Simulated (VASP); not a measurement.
C, 2 atoms in the cell. The cell holds a slab with vacuum, 2 atoms: a = 2.638 Å, b = 2.638 Å, c = 26.003 Å, α = 90.00°, β = 90.00°, γ = 120.00°.  This cell differs from its parent crystal: biaxial strain +0.070.

* Program: VASP 6.6.1
* Task: relaxation of the atoms
* Functional: PBE
* Dispersion: D3(BJ)
* Potentials or basis: VASP PAW PBE potentials, release 64 (C)
* Cutoff: 520 eV
* k mesh: 18 × 18 × 1
* Occupations: gaussian, width 0.1 eV
* Spin: no spin polarisation
* Dipole correction: yes
* Further INCAR settings: ALGO = Normal; EDIFF = 1e-06; IBRION = 2; EDIFFG = -0.01; NSW = 60

Potentials or basis: VASP PAW PBE potentials, release 64 (C).

The run is started by

```sh
$ cat potpaw_PBE.64/C/POTCAR > POTCAR
$ mpirun -np 1 vasp_std > vasp.out
```

Hardware: 1 thread of Intel(R) Xeon(R) Platinum 8259CL CPU @ 2.50GHz (Skylake/Cascade Lake), with other jobs on the host.

Problem. Estimate the wall time of this run.

Solution. Run time: 89 s on 1 thread of Intel(R) Xeon(R) Platinum 8259CL CPU @ 2.50GHz (Skylake/Cascade Lake), with other jobs on the host, peak memory 0.26 GiB. Counts: scf iterations 20, k points 37, ion steps 1.
